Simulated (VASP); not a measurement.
# Sb (R-3m) in VASP: further runs

Sb is run at these levels: LDA; tasks: single point.

Program: VASP 6.6.1. These are calculated values, not measurements. Logs are shortened: lines on timing, memory, paths and dates and some standing lists are left out, and cuts for length are marked.

**1. The cell of the first run**

Symmetry: R-3m, No. 166, trigonal system. The conventional cell has a = 4.294 Å, b = 4.294 Å, c = 10.968 Å, α = 90.00°, β = 90.00°, γ = 120.00°. Sb (site symmetry 3m) has 6 Sb at 2.91 to 3.27 Å within 3.8 Å.

**2. Single point, LDA**

File INCAR:

```
PREC     = Accurate       # precision mode
ENCUT    = 520            # plane-wave cutoff, eV
EDIFF    = 1E-7           # SCF threshold, eV
ISMEAR   = 0              # smearing method
SIGMA    = 0.05           # smearing width, eV
LREAL    = False          # projectors in reciprocal space
LASPH    = True           # aspherical terms in the spheres
NELM     = 100            # most SCF steps
ALGO     = Normal         # electronic algorithm
ISIF     = 2              # what is computed and relaxed
LWAVE    = False          # write WAVECAR
LCHARG   = False          # write CHGCAR
GGA      = CA             # functional
NBANDS   = 12             # bands
```

File KPOINTS:

```
regular mesh
0
Gamma
  12 12 12
```

File POSCAR:

```
Sb
1.0
    4.4168718594     -0.0404536548     -0.0280088529
    2.3645040555      3.7308865021     -0.0280088529
    2.3645040555      1.2867659224      3.5020753916
Sb
2
Direct
    0.2358770608      0.2358770608      0.2358770608
    0.7641229392      0.7641229392      0.7641229392
```

Potentials or basis: VASP PAW LDA potentials, release 64 (Sb).

Started as:

```sh
> cat potpaw_LDA.64/Sb/POTCAR > POTCAR
> mpirun -np 1 vasp_std > vasp.out
```

OUTCAR:

```text
PREC = Accurate
   ENCUT = 520
   EDIFF = 1E-7
   ISMEAR = 0
   LREAL = False
   LASPH = True
   NELM = 100
   ISIF = 2
   GGA = CA

 ion  position               nearest neighbor table
   1  0.236  0.236  0.236-   2 2.91   2 2.91   2 2.91   2 3.27   2 3.27   2 3.27
   2  0.764  0.764  0.764-   1 2.91   1 2.91   1 2.91   1 3.27   1 3.27   1 3.27

  LATTYP: Found a trigonal (rhomboedric) cell.
 ALAT       =     4.4171459129
 COS(alpha) =     0.5275728568

  Lattice vectors:

 A1 = (   4.4168718594,  -0.0404536548,  -0.0280088529)
 A2 = (   2.3645040555,   3.7308865021,  -0.0280088529)
 A3 = (   2.3645040555,   1.2867659224,   3.5020753916)

Analysis of symmetry for initial positions (statically):
=====================================================================
 Subroutine PRICEL returns:
 Original cell was already a primitive cell.

 Routine SETGRP: Setting up the symmetry group for a
 trigonal (rhombohedral) supercell.

 Subroutine GETGRP returns: Found 12 space group operations
 (whereof 12 operations were pure point group operations)
 out of a pool of 12 trial point group operations.

The static configuration has the point symmetry D_3d.

Analysis of symmetry for dynamics (positions and initial velocities):
=====================================================================
 Subroutine PRICEL returns:
 Original cell was already a primitive cell.

 Routine SETGRP: Setting up the symmetry group for a
 trigonal (rhombohedral) supercell.

 Subroutine GETGRP returns: Found 12 space group operations
 (whereof 12 operations were pure point group operations)
 out of a pool of 12 trial point group operations.

The dynamic configuration has the point symmetry D_3d.

 Subroutine INISYM returns: Found 12 space group operations
 (whereof 12 operations are pure point group operations),
 and found     1 'primitive' translations

----------------------------------------------------------------------------------------

                                     Primitive cell

  volume of cell :      58.3689

  direct lattice vectors                    reciprocal lattice vectors
     4.416871859 -0.040453655 -0.028008853     0.224466972 -0.143002538 -0.099010511
     2.364504055  3.730886502 -0.028008853     0.001809713  0.266142579 -0.099010511
     2.364504055  1.286765922  3.502075392     0.001809713  0.000984848  0.283961236

  length of vectors
     4.417145913  4.417145913  4.417145913     0.283968711  0.283968711  0.283968711

  position of ions in fractional coordinates (direct lattice)
     0.235877061  0.235877061  0.235877061
     0.764122939  0.764122939  0.764122939

  ion indices of the primitive-cell ions
   primitive index   ion index
                 1           1
                 2           2

----------------------------------------------------------------------------------------

 KPOINTS: regular mesh

Automatic generation of k-mesh.
 Grid dimensions read from file:
 generate k-points for:   12   12   12

 Generating k-lattice:

  Cartesian coordinates                     Fractional coordinates (reciprocal lattice)
     0.018705581 -0.011916878 -0.008250876     0.083333333  0.000000000  0.000000000
     0.000150809  0.022178548 -0.008250876    -0.000000000  0.083333333  0.000000000
     0.000150809  0.000082071  0.023663436     0.000000000  0.000000000  0.083333333

  Length of vectors
     0.023664059  0.023664059  0.023664059

  Shift w.r.t. Gamma in fractional coordinates (k-lattice)
     0.000000000  0.000000000  0.000000000

 Subroutine IBZKPT returns following result:
 ===========================================

 Found    189 irreducible k-points:

 Following reciprocal coordinates:
            Coordinates               Weight
  0.000000  0.000000  0.000000      1.000000
  0.083333 -0.000000 -0.000000      6.000000
  0.166667 -0.000000 -0.000000      6.000000
  0.250000 -0.000000 -0.000000      6.000000
  0.333333 -0.000000 -0.000000      6.000000
  0.416667 -0.000000 -0.000000      6.000000
[... 16 lines left out ...]
  0.500000  0.166667 -0.000000     12.000000
 -0.416667  0.166667  0.000000     12.000000
 [... further k-points ...]
   k-points           NKPTS =    189   k-points in BZ     NKDIM =    189   number of bands    NBANDS=     12
   number of dos      NEDOS =    301   number of ions     NIONS =      2
   total plane-waves  NPLWV =  46656
   dimension x,y,z NGX =    36 NGY =   36 NGZ =   36
   dimension x,y,z NGXF=    72 NGYF=   72 NGZF=   72
   ions per type =               2
   NGX,Y,Z   is equivalent  to a cutoff of  13.55, 13.55, 13.55 a.u.
   NGXF,Y,Z  is equivalent  to a cutoff of  27.10, 27.10, 27.10 a.u.
 SYSTEM =  unknown system
   PREC   = accura    normal or accurate (medium, high low for compatibility)
   ISTART =      0    job   : 0-new  1-cont  2-samecut
   ICHARG =      2    charge: 1-file 2-atom 10-const
   ISPIN  =      1    spin polarized calculation?
   LNONCOLLINEAR =      F non collinear calculations
   LSORBIT =      F    spin-orbit coupling
   LASPH  =      T    aspherical Exc in radial PAW
   ENCUT  =  520.0 eV  38.22 Ry    6.18 a.u.   8.21  8.21  8.21*2*pi/ulx,y,z
   NELM   =    100;   NELMIN=  2; NELMDL= -5     # of ELM steps
   EDIFF  = 0.1E-06   stopping-criterion for ELM
   LREAL  =      F    real-space projection
   EDIFFG = 0.1E-05   stopping-criterion for IOM
   NSW    =      0    number of steps for IOM
   IBRION =     -1    ionic relax: 0-MD 1-quasi-New 2-CG
   NFREE  =      0    steps in history (QN), initial steepest desc. (CG)
   ISIF   =      2    stress and relaxation
   ISYM   =      2    0-nonsym 1-usesym 2-fastsym
   POTIM  = 0.5000    time-step for ionic-motion
   TEBEG  =    0.0;   TEEND  =   0.0 temperature during run
   PSTRESS=    0.0 pullay stress
   NELECT =      10.0000    total number of electrons
   NUPDOWN=      -1.0000    fix difference up-down
   EMIN   =  10.00;   EMAX   =-10.00  energy-range for DOS
   EFERMI =   0.00;   METHOD = LEGACY
   ISMEAR =     0;   SIGMA  =   0.05  broadening in eV -4-tet -1-fermi 0-gaus
   EFERMI_NEDOS =   21; number of points for ismear=-14 and -15
   IALGO  =     38    algorithm
   IMIX   =      4    mixing-type and parameters
     AMIX     =   0.40;   BMIX     =  1.00
     AMIX_MAG =   1.60;   BMIX_MAG =  1.00
  volume/ion in A,a.u.               =      29.18       196.95
  Fermi-wavevector in a.u.,A,eV,Ry     =   0.909245  1.718224 11.248302  0.826727
  Thomas-Fermi vector in A             =   2.033267
   LORBIT       =      0    0 simple, 1 ext, 2 COOP (PROOUT), +10 PAW based schemes
   GGA     = CA    functional components
   LHFCALC =     F    Hartree Fock is set to
   AEXX    =    0.0000 exact exchange contribution
   IVDW    =     0    specifies the selected vdW correction
   LEPSILON=     F    determine dielectric tensor
   LRPA    =     F    only Hartree local field effects (RPA)
 non-spin polarized calculation
 Gauss-broadening in eV      SIGMA  =   0.05
  energy-cutoff  :      520.00
  volume of cell :       58.37
 maximum number of plane-waves:      1586
 NGX is ok and might be reduce to    36
   NGX = 17   NGY = 17   NGZ = 17

 number of electron      10.0000000 magnetization

 Free energy of the ion-electron system (eV)
  ---------------------------------------------------
  ext. energy  EPLUGINS =         0.00000000
  ---------------------------------------------------
  free energy    TOTEN  =        -9.62853466 eV

  energy without entropy =       -9.62838911  energy(sigma->0) =       -9.62846189

 E-fermi :   7.4728     XC(G=0):  -9.8697

 val. band max:        7.4041198414   @ k =   0.2500   0.2500   0.1667
 cond. band min:       7.4770823211   @ k =   0.5000   0.5000   0.5000
 fundamental gap:      0.0729624796
 Fermi energy:         7.4728190209

 k-point     1 :       0.0000    0.0000    0.0000
  band No.  band energies     occupation
      1      -5.3855      2.00000
      2       2.8662      2.00000
      3       5.5379      2.00000
      4       5.6781      2.00000
      5       5.6781      2.00000
      6       9.8609      0.00000
      7      10.3688      0.00000
      8      10.3688      0.00000
      9      12.4760      0.00000
     10      12.4760      0.00000
     11      12.6581      0.00000
     12      14.0598      0.00000

 k-point     2 :       0.0833   -0.0000   -0.0000
  band No.  band energies     occupation
      1      -5.3070      2.00000
      2       2.4658      2.00000
      3       5.5606      2.00000
      4       5.6692      2.00000
      5       5.8791      2.00000
      6       9.7726      0.00000
      7      10.1434      0.00000
      8      10.1460      0.00000
      9      12.1820      0.00000
     10      12.5041      0.00000
     11      12.5266      0.00000
     12      14.6262      0.00000

 k-point     3 :       0.1667   -0.0000   -0.0000
  band No.  band energies     occupation
      1      -5.0722      2.00000
      2       1.5634      2.00000
      3       5.5817      2.00000
      4       5.6526      2.00000
      5       6.2627      2.00000
      6       9.4088      0.00000
      7       9.5834      0.00000
      8       9.6121      0.00000
      9      12.0395      0.00000
     10      12.6166      0.00000
     11      12.8149      0.00000
     12      15.7908      0.00000

 k-point     4 :       0.2500   -0.0000   -0.0000
  band No.  band energies     occupation
      1      -4.6840      2.00000
      2       0.4934      2.00000
      3       5.6338      2.00000
      4       5.6495      2.00000
      5       6.5710      2.00000
      6       8.8161      0.00000
      7       8.9349      0.00000
      8       8.9701      0.00000
      9      12.4597      0.00000
     10      13.1324      0.00000
     11      13.4687      0.00000
     12      17.2325      0.00000

 k-point     5 :       0.3333   -0.0000   -0.0000
  band No.  band energies     occupation
      1      -4.1487      2.00000
      2      -0.5917      2.00000
      3       5.6736      2.00000
      4       5.7331      2.00000
      5       6.7988      2.00000
      6       8.1890      0.00000
      7       8.3653      0.00000
      8       8.3868      0.00000
      9      13.2942      0.00000
     10      14.0167      0.00000
     11      14.3878      0.00000
     12      18.3539      0.00000
[... 228 lines left out ...]
      1      -4.2892      2.00000
      2       0.1217      2.00000
      3       4.4351      2.00000
      4       4.8222      2.00000
      5       5.7837      2.00000
      6       9.3419      0.00000
      7      10.0465      0.00000
      8      10.4274      0.00000
      9      11.3567      0.00000
     10      14.7389      0.00000
     11      15.0497      0.00000
     12      16.5265      0.00000

 k-point    22 :       0.4167    0.1667   -0.0000
  band No.  band energies     occupation
      1      -3.7307      2.00000
      2      -0.8196      2.00000
      3       4.2481      2.00000
      4       4.8387      2.00000
      5       5.5044      2.00000
      6       9.5037      0.00000
      7       9.6730      0.00000
      8      10.1583      0.00000
      9      11.9399      0.00000
     10      15.5788      0.00000
     11      16.1603      0.00000
     12      16.9816      0.00000

 k-point    23 :       0.5000    0.1667   -0.0000
  band No.  band energies     occupation
      1      -3.0649      2.00000
      2      -1.7279      2.00000
      3       3.9786      2.00000
      4       5.0104      2.00000
      5       5.5597      2.00000
      6       9.0138      0.00000
      7       9.2948      0.00000
      8      10.3776      0.00000
      9      13.0075      0.00000
     10      15.6407      0.00000
     11      16.4571      0.00000
     12      16.6900      0.00000

 k-point    24 :      -0.4167    0.1667    0.0000
  band No.  band energies     occupation
      1      -2.7754      2.00000
      2      -2.0789      2.00000
      3       3.7654      2.00000
      4       5.3529      2.00000
      5       5.8146      2.00000
      6       8.4844      0.00000
      7       8.9152      0.00000
      8      10.7146      0.00000
      9      14.1434      0.00000
     10      14.5531      0.00000
     11      15.1685      0.00000
     12      17.8090      0.00000

 [... further k-points ...]
[... 5 lines left out ...]
  --------------------------------------------------------------------------------------
  -------------------------------------------------------------------------------------
  Total        0.0940215      0.1124496      0.1164865     -0.0142483     -0.0053686     -0.0098650
  in kB        2.5808126      3.0866472      3.1974563     -0.3911028     -0.1473628     -0.2707874
  external PRESSURE =       2.9549721 kB  Pullay stress =       0.0000000 kB

 VOLUME and BASIS-vectors are now :
 -----------------------------------------------------------------------------
  energy-cutoff  :      520.00
  volume of cell :       58.37
      direct lattice vectors                 reciprocal lattice vectors
     4.416871859 -0.040453655 -0.028008853     0.224466972 -0.143002538 -0.099010511
     2.364504055  3.730886502 -0.028008853     0.001809713  0.266142579 -0.099010511
     2.364504055  1.286765922  3.502075392     0.001809713  0.000984848  0.283961236

 POSITION                                       TOTAL-FORCE (eV/Angst)
 -----------------------------------------------------------------------------------
      2.15730      1.17401      0.81285         0.051733      0.028153      0.019492
      6.98858      3.80319      2.63321        -0.051733     -0.028153     -0.019492
 -----------------------------------------------------------------------------------
    total drift:                               -0.000000      0.000000      0.000000

  FREE ENERGIE OF THE ION-ELECTRON SYSTEM (eV)
  ---------------------------------------------------
  free  energy   TOTEN  =        -9.6285346624 eV

  energy  without entropy=       -9.6283891108  energy(sigma->0) =       -9.62846189
```

Run time: 48 s. Hardware: 1 thread of Intel Xeon Platinum 8559C (Emerald Rapids), shared host; peak memory 0.24 GiB.

What came out:

- Free energy: -9.6285 eV
- Pressure: 0.3 GPa
- Largest force: 0.062 eV/Å
- Band gap on the k mesh: zero (band 5 reaches 7.63 eV, above the bottom of band 6 at 7.35 eV)

Forces on the atoms (eV/Å):
```
Sb   0.052  0.028  0.019
Sb  -0.052 -0.028 -0.019
```

Levels at points of the mesh, in eV from the Fermi level:
```tsv
k point	band 2	band 3	band 4	band 5	band 6	band 7	band 8	band 9
(0.00, 0.00, 0.00)	-4.61	-1.93	-1.79	-1.79	2.39	2.90	2.90	5.00
(0.50, 0.00, 0.00)	-9.76	-1.74	-1.55	-0.24	-0.12	0.29	0.36	7.92
(0.50, 0.50, 0.00)	-7.89	-5.61	-3.78	-3.74	1.62	5.19	5.60	7.30
(0.50, 0.50, 0.50)	-9.17	-1.22	-1.22	-0.42	0.00	0.00	1.05	7.36
```

Caveat: spin-orbit coupling is left out, which moves the levels of the heavy elements.

**3. Single point, LDA**

File INCAR:

```
PREC     = Accurate       # precision mode
ENCUT    = 500            # plane-wave cutoff, eV
EDIFF    = 1E-6           # SCF threshold, eV
ISMEAR   = 0              # smearing method
SIGMA    = 0.05           # smearing width, eV
LREAL    = False          # projectors in reciprocal space
LASPH    = True           # aspherical terms in the spheres
NELM     = 120            # most SCF steps
ALGO     = Normal         # electronic algorithm
ISIF     = 2              # what is computed and relaxed
LWAVE    = False          # write WAVECAR
LCHARG   = False          # write CHGCAR
GGA      = CA             # functional
NBANDS   = 22             # bands
GGA_COMPAT= False
```

KPOINTS is that of step 2.

POSCAR is that of step 2.

Potentials or basis: VASP PAW LDA potentials, release 64 (Sb_d_GW).

Started as:

```sh
> cat potpaw_LDA.64/Sb_d_GW/POTCAR > POTCAR
> mpirun -np 1 vasp_std > vasp.out
```

It took 3 min on 1 thread of Intel Xeon Platinum 8488C (Sapphire Rapids), shared host; peak memory 0.33 GiB.

It converged, with:

```yaml
Free_energy: -9.6450 eV
Pressure: 0.0 GPa
Largest_force: 0.011 eV/Å
Band_gap_on_the_k_mesh: zero (band 15 reaches 5.57 eV, above the bottom of band 16 at 5.30 eV)
```

Forces in eV/Å, atoms in the order of the input:
```
Sb   0.009  0.005  0.003
Sb  -0.009 -0.005 -0.003
```

Levels at points of the mesh, in eV from the Fermi level:
| k point | band 13 | band 14 | band 15 | band 16 | band 17 | band 18 |
| --- | --- | --- | --- | --- | --- | --- |
| (0.00, 0.00, 0.00) | -1.94 | -1.79 | -1.79 | 2.42 | 2.90 | 2.90 |
| (0.50, 0.00, 0.00) | -1.73 | -1.55 | -0.26 | -0.11 | 0.28 | 0.34 |
| (0.50, 0.50, 0.00) | -5.61 | -3.78 | -3.74 | 1.65 | 5.18 | 5.59 |
| (0.50, 0.50, 0.50) | -1.21 | -1.21 | -0.40 | 0.00 | 0.00 | 1.01 |

Caveat: spin-orbit coupling is left out, which moves the levels of the heavy elements.
